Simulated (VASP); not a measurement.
# BaTiO3 (Amm2) in VASP: notebook

The runs below take BaTiO3 through relaxation of cell and atoms, single point, with PBEsol, PBE.

All numbers are computed with VASP 6.6.1; they aren't measurements. Logs are shortened: lines on timing, memory, paths and dates and some standing lists are left out, and cuts for length are marked.

### Step 1. The cell of the first run

It takes space group Amm2 (No. 38, orthorhombic). The conventional cell has a = 3.973 Å, b = 5.781 Å, c = 5.831 Å, α = 90.00°, β = 90.00°, γ = 90.00°. Ba (site symmetry mm2) has 12 O at 2.77 to 3.06 Å and 8 Ti at 3.45 to 3.61 Å within 3.7 Å. Within 2.5 Å of Ti (site symmetry mm2) lie 6 O at 1.85 to 2.27 Å. Within 2.5 Å of O (site symmetry m) lie 2 Ti at 1.85 to 2.27 Å. Within 2.7 Å of O (site symmetry mm2) lie 2 Ti at 2.00 Å.

### Step 2. Relaxation of cell and atoms, PBEsol

The input, INCAR:

```
ALGO = Normal
EDIFF = 1E-6
EDIFFG = -0.005
ENCUT = 600
GGA = PS
IBRION = 2
ISIF = 3
ISMEAR = -1
LASPH = T
LCHARG = F
LREAL = F
LWAVE = F
NELM = 100
NSW = 80
PREC = Accurate
SIGMA = 0.02
```

The input, KPOINTS:

```
k-points
0
Gamma
  6 6 6
```

The input, POSCAR:

```
BaTiO3
1.0
    3.9725052767      0.0000000000      0.0000000000
    0.0000000000      2.8904444971      2.9153853852
    0.0000000000     -2.8904444971      2.9153853852
Ba Ti O
1 1 3
Direct
    0.0000000000      0.0082750941      0.0082750941
    0.5000000000      0.5244580647      0.5244580647
    0.5000000000      0.9731675976      0.4899429166
    0.5000000000      0.4899429166      0.9731675976
    0.0000000000      0.4840563270      0.4840563270
```

Potentials or basis: VASP PAW PBE potentials, release 64 (Ba_sv, Ti_sv, O).

Launch:

```bash
$ cat potpaw_PBE.64/Ba_sv/POTCAR potpaw_PBE.64/Ti_sv/POTCAR potpaw_PBE.64/O/POTCAR > POTCAR
$ mpirun -np 1 vasp_std > vasp.out
```

OUTCAR:

```text
EDIFF = 1E-6
   EDIFFG = -0.005
   ENCUT = 600
   GGA = PS
   IBRION = 2
   ISIF = 3
   ISMEAR = -1
   LASPH = T
   LREAL = F
   NELM = 100
   NSW = 80
   PREC = Accurate

 ion  position               nearest neighbor table
   1  0.000  0.008  0.008-   5 2.77   4 2.81   3 2.81   3 2.81   4 2.81   5 2.89   5 2.89   4 2.92
                             3 2.92   3 2.92   4 2.92   5 3.06   2 3.45   2 3.45   2 3.51   2 3.51
   2  0.500  0.524  0.524-   3 1.85   4 1.85   5 2.00   5 2.00   3 2.27   4 2.27   1 3.45   1 3.45
                             1 3.51   1 3.51   1 3.51   1 3.51   1 3.61   1 3.61
   3  0.500  0.973  0.490-   2 1.85   2 2.27   1 2.81   1 2.81   1 2.92   1 2.92
   4  0.500  0.490  0.973-   2 1.85   2 2.27   1 2.81   1 2.81   1 2.92   1 2.92
   5  0.000  0.484  0.484-   2 2.00   2 2.00   1 2.77   1 2.89   1 2.89   1 3.06

  LATTYP: Found a base centered orthorhombic cell.
 ALAT       =     5.7808889942
 B/A-ratio  =     1.0086287379
 C/A-ratio  =     0.6871789582

  Lattice vectors:

 A1 = (   0.0000000000,   2.8904444971,  -2.9153853852)
 A2 = (   0.0000000000,   2.8904444971,   2.9153853852)
 A3 = (   3.9725052767,   0.0000000000,   0.0000000000)

Analysis of symmetry for initial positions (statically):
=====================================================================
 Subroutine PRICEL returns:
 Original cell was already a primitive cell.

 Routine SETGRP: Setting up the symmetry group for a
 base centered orthorhombic supercell.

 Subroutine GETGRP returns: Found  4 space group operations
 (whereof  4 operations were pure point group operations)
 out of a pool of  8 trial point group operations.

The static configuration has the point symmetry C_2v.

Analysis of symmetry for dynamics (positions and initial velocities):
=====================================================================
 Subroutine PRICEL returns:
 Original cell was already a primitive cell.

 Routine SETGRP: Setting up the symmetry group for a
 base centered orthorhombic supercell.

 Subroutine GETGRP returns: Found  4 space group operations
 (whereof  4 operations were pure point group operations)
 out of a pool of  8 trial point group operations.

The dynamic configuration has the point symmetry C_2v.

 Subroutine INISYM returns: Found  4 space group operations
 (whereof  4 operations are pure point group operations),
 and found     1 'primitive' translations

----------------------------------------------------------------------------------------

                                     Primitive cell

  volume of cell :      66.9507

  direct lattice vectors                    reciprocal lattice vectors
     3.972505277  0.000000000  0.000000000     0.251730314  0.000000000  0.000000000
     0.000000000  2.890444497  2.915385385     0.000000000  0.172983775  0.171503912
     0.000000000 -2.890444497  2.915385385     0.000000000 -0.172983775  0.171503912

  length of vectors
     3.972505277  4.105379560  4.105379560     0.251730314  0.243591827  0.243591827

  position of ions in fractional coordinates (direct lattice)
     0.000000000  0.008275094  0.008275094
     0.500000000  0.524458065  0.524458065
     0.500000000  0.973167598  0.489942917
     0.500000000  0.489942917  0.973167598
     0.000000000  0.484056327  0.484056327

  ion indices of the primitive-cell ions
   primitive index   ion index
                 1           1
                 2           2
                 3           3
                 4           4
                 5           5

----------------------------------------------------------------------------------------

 KPOINTS: k-points

Automatic generation of k-mesh.
 Grid dimensions read from file:
 generate k-points for:    6    6    6

 Generating k-lattice:

  Cartesian coordinates                     Fractional coordinates (reciprocal lattice)
     0.041955052  0.000000000  0.000000000     0.166666667  0.000000000  0.000000000
     0.000000000  0.028830629  0.028583985     0.000000000  0.166666667  0.000000000
     0.000000000 -0.028830629  0.028583985     0.000000000  0.000000000  0.166666667

  Length of vectors
     0.041955052  0.040598638  0.040598638

  Shift w.r.t. Gamma in fractional coordinates (k-lattice)
     0.000000000  0.000000000  0.000000000

 Subroutine IBZKPT returns following result:
 ===========================================

 Found     52 irreducible k-points:

 Following reciprocal coordinates:
            Coordinates               Weight
  0.000000  0.000000  0.000000      1.000000
  0.166667  0.000000  0.000000      2.000000
  0.333333  0.000000  0.000000      2.000000
  0.500000  0.000000  0.000000      1.000000
  0.000000  0.166667  0.000000      4.000000
  0.166667  0.166667  0.000000      8.000000
[... 16 lines left out ...]
  0.333333  0.333333  0.166667      8.000000
  0.500000  0.333333  0.166667      4.000000
 [... further k-points ...]
   k-points           NKPTS =     52   k-points in BZ     NKDIM =     52   number of bands    NBANDS=     24
   number of dos      NEDOS =    301   number of ions     NIONS =      5
   total plane-waves  NPLWV =  41472
   dimension x,y,z NGX =    32 NGY =   36 NGZ =   36
   dimension x,y,z NGXF=    64 NGYF=   72 NGZF=   72
   ions per type =               1   1   3
   NGX,Y,Z   is equivalent  to a cutoff of  13.39, 14.58, 14.58 a.u.
   NGXF,Y,Z  is equivalent  to a cutoff of  26.78, 29.16, 29.16 a.u.
 SYSTEM =  unknown system
   PREC   = accura    normal or accurate (medium, high low for compatibility)
   ISTART =      0    job   : 0-new  1-cont  2-samecut
   ICHARG =      2    charge: 1-file 2-atom 10-const
   ISPIN  =      1    spin polarized calculation?
   LNONCOLLINEAR =      F non collinear calculations
   LSORBIT =      F    spin-orbit coupling
   LASPH  =      T    aspherical Exc in radial PAW
   ENCUT  =  600.0 eV  44.10 Ry    6.64 a.u.   7.93  8.20  8.20*2*pi/ulx,y,z
   NELM   =    100;   NELMIN=  2; NELMDL= -5     # of ELM steps
   EDIFF  = 0.1E-05   stopping-criterion for ELM
   LREAL  =      F    real-space projection
   EDIFFG = -.5E-02   stopping-criterion for IOM
   NSW    =     80    number of steps for IOM
   IBRION =      2    ionic relax: 0-MD 1-quasi-New 2-CG
   NFREE  =      1    steps in history (QN), initial steepest desc. (CG)
   ISIF   =      3    stress and relaxation
   ISYM   =      2    0-nonsym 1-usesym 2-fastsym
   POTIM  = 0.5000    time-step for ionic-motion
   TEBEG  =    0.0;   TEEND  =   0.0 temperature during run
   PSTRESS=    0.0 pullay stress
   NELECT =      40.0000    total number of electrons
   NUPDOWN=      -1.0000    fix difference up-down
   EMIN   =  10.00;   EMAX   =-10.00  energy-range for DOS
   EFERMI =   0.00;   METHOD = LEGACY
   ISMEAR =    -1;   SIGMA  =   0.02  broadening in eV -4-tet -1-fermi 0-gaus
   EFERMI_NEDOS =   21; number of points for ismear=-14 and -15
   IALGO  =     38    algorithm
   IMIX   =      4    mixing-type and parameters
     AMIX     =   0.40;   BMIX     =  1.00
     AMIX_MAG =   1.60;   BMIX_MAG =  1.00
  volume/ion in A,a.u.               =      13.39        90.36
  Fermi-wavevector in a.u.,A,eV,Ry     =   1.378827  2.605605 25.866908  1.901164
  Thomas-Fermi vector in A             =   2.503853
   LORBIT       =      0    0 simple, 1 ext, 2 COOP (PROOUT), +10 PAW based schemes
   GGA     = PS    functional components
   LHFCALC =     F    Hartree Fock is set to
   AEXX    =    0.0000 exact exchange contribution
   IVDW    =     0    specifies the selected vdW correction
   LEPSILON=     F    determine dielectric tensor
   LRPA    =     F    only Hartree local field effects (RPA)
 conjugate gradient relaxation of ions
 non-spin polarized calculation
  energy-cutoff  :      600.00
  volume of cell :       66.95
 maximum number of plane-waves:      2262
 NGX is ok and might be reduce to    32
   NGX = 15   NGY = 17   NGZ = 17

--------------------------------------- Ionic step        1  -------------------------------------------

 number of electron      39.9999992 magnetization

 Free energy of the ion-electron system (eV)
  ---------------------------------------------------
  ext. energy  EPLUGINS =         0.00000000
  ---------------------------------------------------
  free energy    TOTEN  =       -41.97898582 eV

  energy without entropy =      -41.97898582  energy(sigma->0) =      -41.97898582

------------------------ aborting loop because EDIFF is reached ----------------------------------------

  FORCE on cell =-STRESS in cart. coord.  units (eV):
  Direction    XX          YY          ZZ          XY          YZ          ZX
  --------------------------------------------------------------------------------------
  -------------------------------------------------------------------------------------
  Total       -1.8719317     -1.8194208     -1.7910016      0.0000000      0.0000000      0.0000000
  in kB      -44.7966460    -43.5400225    -42.8599307      0.0000000      0.0000000      0.0000000
  external PRESSURE =     -43.7321997 kB  Pullay stress =       0.0000000 kB
[... 98 lines left out ...]
  FREE ENERGIE OF THE ION-ELECTRON SYSTEM (eV)
  ---------------------------------------------------
  free  energy   TOTEN  =       -42.0038878492 eV

  energy  without entropy=      -42.0038878492  energy(sigma->0) =      -42.00388785

[... ionic steps 4 to 15 ...]

--------------------------------------- Ionic step       16  -------------------------------------------

 number of electron      39.9999994 magnetization

------------------------ aborting loop because EDIFF is reached ----------------------------------------

  FORCE on cell =-STRESS in cart. coord.  units (eV):
  Direction    XX          YY          ZZ          XY          YZ          ZX
  --------------------------------------------------------------------------------------
  -------------------------------------------------------------------------------------
  Total       -0.0005388     -0.0003482      0.0120456      0.0000000      0.0000000      0.0000000
  in kB       -0.0134587     -0.0086979      0.3009044      0.0000000      0.0000000      0.0000000
  external PRESSURE =       0.0929159 kB  Pullay stress =       0.0000000 kB
[... 63 lines left out ...]
  energy  without entropy=      -42.0189107345  energy(sigma->0) =      -42.01891073

--------------------------------------- Ionic step       18  -------------------------------------------

 number of electron      39.9999994 magnetization

 Free energy of the ion-electron system (eV)
  ---------------------------------------------------
  ext. energy  EPLUGINS =         0.00000000
  ---------------------------------------------------
  free energy    TOTEN  =       -42.01891592 eV

  energy without entropy =      -42.01891592  energy(sigma->0) =      -42.01891592

 E-fermi :   4.1222     XC(G=0): -11.5010

 val. band max:        3.6831501980   @ k =   0.5000   0.5000   0.5000
 cond. band min:       5.7792401568   @ k =   0.0000   0.0000   0.0000
 fundamental gap:      2.0960899588
 Fermi energy:         4.1221674157

 k-point     1 :       0.0000    0.0000    0.0000
  band No.  band energies     occupation
      1     -52.4431      2.00000
      2     -28.8232      2.00000
      3     -28.8186      2.00000
      4     -28.7720      2.00000
      5     -21.1083      2.00000
      6     -13.1235      2.00000
[... 637 lines left out ...]
     23       7.7163      0.00000
     24       9.3097      0.00000

 [... further k-points ...]
[... 5 lines left out ...]
  --------------------------------------------------------------------------------------
  -------------------------------------------------------------------------------------
  Total        0.0021116      0.0131657      0.0153624      0.0000000      0.0000000      0.0000000
  in kB        0.0527478      0.3288754      0.3837481      0.0000000      0.0000000      0.0000000
  external PRESSURE =       0.2551238 kB  Pullay stress =       0.0000000 kB
[... 20 lines left out ...]
  FREE ENERGIE OF THE ION-ELECTRON SYSTEM (eV)
  ---------------------------------------------------
  free  energy   TOTEN  =       -42.0189159179 eV

  energy  without entropy=      -42.0189159179  energy(sigma->0) =      -42.01891592

 reached required accuracy - stopping structural energy minimisation
```

Wall time 11 min (1 thread of Intel Xeon 6975P-C, shared host); peak memory 0.29 GiB.

What came out:

* Free energy: -42.0189 eV
* Relaxed volume: 12.83 Å³/atom
* Relaxed cell: a = 3.960 Å, b = 4.025 Å, c = 4.025 Å, α = 89.77°, β = 90.00°, γ = 90.00°
* Space group after relaxing (to 0.05 Å): Amm2 (No. 38)
* Energy gained by relaxing: 8.0 meV/atom
* Ionic steps: 18
* Pressure after relaxing: 0.0 GPa
* Band gap on the k mesh: 2.10 eV, indirect (least direct gap 2.47 eV)

The path:
| step | energy change (eV) | largest force (eV/Å) | pressure (GPa) | volume (Å³) |
| --- | --- | --- | --- | --- |
| 1 | 0.0000 | 0.0430 | -4.37 | 66.95 |
| 2 | -0.0001 | 0.6815 | 4.70 | 63.47 |
| 3 | -0.0249 | 0.3307 | -0.06 | 65.18 |
| 4 | -0.0324 | 0.1061 | 0.01 | 64.74 |
| 5 | -0.0333 | 0.1023 | 0.12 | 64.50 |
| 6 | -0.0371 | 0.0837 | -0.08 | 64.42 |
| 7 | -0.0386 | 0.1026 | -0.27 | 64.32 |
| 8 | -0.0393 | 0.0539 | 0.42 | 64.04 |
| 9 | -0.0393 | 0.0592 | 0.37 | 64.08 |
| 10 | -0.0398 | 0.0197 | 0.13 | 64.12 |
| 11 | -0.0399 | 0.0195 | 0.01 | 64.15 |
| 12 | -0.0399 | 0.0197 | 0.01 | 64.14 |
| 13 | -0.0399 | 0.0194 | 0.01 | 64.14 |
| 14 | -0.0399 | 0.0118 | 0.00 | 64.15 |
| 15 | -0.0399 | 0.0089 | -0.03 | 64.16 |
| 16 | -0.0399 | 0.0056 | 0.01 | 64.14 |
| 17 | -0.0399 | 0.0064 | 0.01 | 64.14 |
| 18 | -0.0399 | 0.0016 | 0.03 | 64.14 |

Final structure:
```yaml
crystal:
  lattice:
    - [3.96002, 0.00000, 0.00000]
    - [0.00000, 2.84005, 2.85148]
    - [0.00000, -2.84005, 2.85148]
  atoms:
    - { symbol: Ba, position: [0.00000, 0.00333, 0.00333] }
    - { symbol: Ti, position: [0.50000, 0.51731, 0.51731] }
    - { symbol: O, position: [0.50000, 0.98047, 0.49070] }
    - { symbol: O, position: [0.50000, 0.49070, 0.98047] }
    - { symbol: O, position: [0.00000, 0.48809, 0.48809] }
```

Levels at points of the mesh, in eV from the valence-band top:
| k point | band 16 | band 17 | band 18 | band 19 | band 20 | band 21 | band 22 | band 23 | band 24 |
| --- | --- | --- | --- | --- | --- | --- | --- | --- | --- |
| (0.00, 0.00, 0.00) | -1.33 | -1.15 | -0.48 | -0.46 | -0.38 | 2.10 | 2.29 | 2.36 | 4.37 |
| (0.50, 0.00, 0.00) | -2.21 | -1.75 | -1.63 | -1.14 | -1.00 | 2.49 | 3.68 | 3.83 | 4.35 |
| (0.00, 0.50, 0.00) | -1.94 | -1.91 | -1.75 | -0.93 | -0.78 | 2.33 | 3.72 | 3.74 | 4.35 |
| (0.50, 0.50, 0.00) | -2.74 | -1.72 | -0.94 | -0.92 | -0.09 | 3.76 | 3.78 | 4.12 | 4.89 |
| (0.00, 0.50, 0.50) | -2.77 | -1.66 | -0.93 | -0.87 | -0.24 | 3.72 | 3.76 | 4.06 | 5.15 |
| (0.50, 0.50, 0.50) | -2.43 | -2.41 | -0.15 | -0.02 | 0.00 | 4.29 | 4.33 | 4.42 | 6.44 |

Caveat: the PAW data sets were made with another functional, which shifts forces and pressure a little; spin-orbit coupling is left out, which moves the levels of the heavy elements. A hybrid or GW would open this gap; PBEsol tends to underestimate it.

[end of part 1 of 2]
